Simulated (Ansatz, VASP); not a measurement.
# Two plane-wave programs on Ge

```
CELL_PARAMETERS angstrom
0.00000 2.88525 2.88525
2.88525 0.00000 2.88525
2.88525 2.88525 0.00000
ATOMIC_POSITIONS crystal
Ge 0.50000 0.50000 0.50000
Ge 0.75000 0.75000 0.75000
```

Change from the starting cell: mode 4 frozen in at +0.000 Å, equal normal strain along x, y and z +0.0167.

Alike in both runs: task single point; functional PBEsol; k mesh 14 × 14 × 14; occupations gaussian, width 0.15 eV; no spin polarisation.

|  | VASP | Ansatz |
| --- | --- | --- |
| version | VASP 6.6.1 | Ansatz 0.2.0 |
| potentials or method | VASP PAW PBE potentials, release 64 (Ge_d), cutoff 520 eV | scalar-relativistic, plane waves, PAW |
| valence electrons in the cell | 28 | 28 |

```tsv
	VASP	Ansatz	Ansatz less VASP
gap on the k mesh at the Fermi level (eV)	none	none	-
pressure (GPa)	-3.0	-2.9	+0.08
```

VASP's potentials were made for PBE, not for PBEsol, and Ansatz warns of the same on its side. A gap of «none» marks a metal or a gap that the smearing closes.
